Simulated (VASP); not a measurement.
Set up this calculation in VASP 6.6.1, as the native input.

| Property | Result |
| --- | --- |
| Task | electric field gradients |
| Functional | PBEsol |
| Potentials or basis | VASP PAW PBE potentials, release 64 (Ta_pv, N) |
| Cutoff | 520 eV |
| k mesh | 11 × 11 × 6 |
| Occupations | fermi-dirac, width 0.01 eV |
| Spin | no spin polarisation |
| Dipole correction | no |
| Further INCAR settings | ALGO = Normal; EDIFF = 1e-08; NBANDS = 24 |

The structure of TaN lies in POSCAR:

```
TaN
1.0
    3.0581283054      0.0000000000      0.0000000000
   -1.5290641527      2.6484168005      0.0000000000
    0.0000000000      0.0000000000      4.9343389905
Ta N
2 2
Direct
    0.0000000000      0.0000000000      0.0000000000
    0.0000000000      0.0000000000      0.5000000000
    0.3333333333      0.6666666667      0.2500000000
    0.6666666667      0.3333333333      0.7500000000
```

This cell differs from its parent crystal: volume scaled by 1.01.

These files were run (other wordings do the same):

INCAR

```
PREC = Accurate
ENCUT = 520
EDIFF = 1E-8
ISMEAR = -1
SIGMA = 0.01
LREAL = F
LASPH = T
NELM = 100
ALGO = Normal
ISIF = 2
LWAVE = F
LCHARG = F
GGA = PS
LEFG = T
NBANDS = 24
```

KPOINTS

```
Automatic mesh
0
Gamma
  11 11 6
```

Potentials or basis: VASP PAW PBE potentials, release 64 (Ta_pv, N).

The run is started by

```console
$ cat potpaw_PBE.64/Ta_pv/POTCAR potpaw_PBE.64/N/POTCAR > POTCAR
$ mpirun -np 1 vasp_std > vasp.out
```

It gave:

* Pressure: 44.8 GPa
* Band gap on the k mesh: zero (band 16 reaches 10.33 eV, above the bottom of band 17 at 7.76 eV)

Caveat: without QUAD_EFG the Cq values of the log hold for a quadrupole moment of 1 mb, not for the nuclei; the PAW data sets were made with another functional, which shifts forces and pressure a little; spin-orbit coupling is left out, which moves the levels of the heavy elements.

It took 54 s on 1 thread of Intel(R) Xeon(R) Platinum 8175M CPU @ 2.50GHz (Skylake/Cascade Lake), with other jobs on the host, peak memory 0.19 GiB.
